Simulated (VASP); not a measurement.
Set up this calculation in VASP 6.6.1, as the native input.

```yaml
Task: single point
Functional: PBEsol
Potentials_or_basis: VASP PAW PBE potentials, release 64 (Be, Te)
Cutoff: 600 eV
k_mesh: 2 × 2 × 2
Occupations: fermi-dirac, width 0.02 eV
Spin: no spin polarisation
Dipole_correction: no
Further_INCAR_settings: ALGO = Normal; EDIFF = 1e-06; NBANDS = 11
```

The structure of BeTe lies in POSCAR:

```
BeTe
1.0
    0.0000000000      2.6832298771      2.6832298771
    2.6832298771      0.0000000000      2.6832298771
    2.6832298771      2.6832298771      0.0000000000
Be Te
1 1
Direct
    0.0000000000      0.0000000000      0.0000000000
    0.5000000000      0.5000000000      0.5000000000
```

One way to write it, as run:

INCAR

```
ALGO = Normal ; EDIFF = 1E-6
ENCUT = 600 ; GGA = PS
GGA_COMPAT = F ; ISIF = 2
ISMEAR = -1 ; LASPH = T
LCHARG = F ; LREAL = F
LWAVE = F ; NBANDS = 11
NELM = 120 ; PREC = Accurate
SIGMA = 0.02
```

KPOINTS

```
k-points
0
Gamma
  2 2 2
```

Potentials or basis: VASP PAW PBE potentials, release 64 (Be, Te).

The run is started by

```console
$ cat potpaw_PBE.64/Be/POTCAR potpaw_PBE.64/Te/POTCAR > POTCAR
$ mpirun -np 1 vasp_std > vasp.out
```

It gave:

* Pressure: 12.9 GPa
* Band gap on the k mesh: zero (bands 4 and 5 overlap by 0.64 eV)

Caveat: the k points lie up to 1.01 Å⁻¹ apart, too coarse for converged energies and pressures of a metal; semilocal functionals underestimate gaps, so a narrow gap can read as zero; the PAW data sets were made with another functional, which shifts forces and pressure a little; spin-orbit coupling is left out, which moves the levels of the heavy elements.

Wall time 2.7 s on 1 thread of AMD EPYC 7R13 Processor (Zen 3), with other jobs on the host, peak memory 0.13 GiB.
